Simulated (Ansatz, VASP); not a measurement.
**Two plane-wave programs on Mg2TiSb2**

```
CELL_PARAMETERS angstrom
-2.13497 2.13497 7.16260
2.13497 -2.13497 7.16260
2.13497 2.13497 -7.16260
ATOMIC_POSITIONS crystal
Mg 0.59536 0.59536 0.00000
Mg 0.40464 0.40464 0.00000
Ti 0.00000 0.00000 0.00000
Sb 0.25000 0.75000 0.50000
Sb 0.75000 0.25000 0.50000
```

Alike in both runs: functional PBE; k mesh 12 × 12 × 12; occupations gaussian, width 0.1 eV; no spin polarisation.

Ansatz relaxed the structure, and its values are those at the end. VASP's run is a single point on that final structure, the one shown.

```csv
,VASP,Ansatz
version,VASP 6.6.1,Ansatz 0.2.0
potentials or method,"VASP PAW PBE potentials, release 64 (Mg, Ti_sv, Sb), cutoff 520 eV","scalar-relativistic, plane waves, PAW"
valence electrons in the cell,26,62
```

```tsv
	VASP	Ansatz	Ansatz less VASP
gap on the k mesh at the Fermi level (eV)	none	none	-
pressure (GPa)	0.0	0.0	-0.01
rms of the force components (eV/Å)	0.001	0.004	+0.0027
```

A gap of «none» marks a metal or a gap that the smearing closes. VASP's potentials hold 26 valence electrons a cell and Ansatz's 62, so a difference there can come from the potentials and not from the codes.

Neither program's run includes spin-orbit coupling.
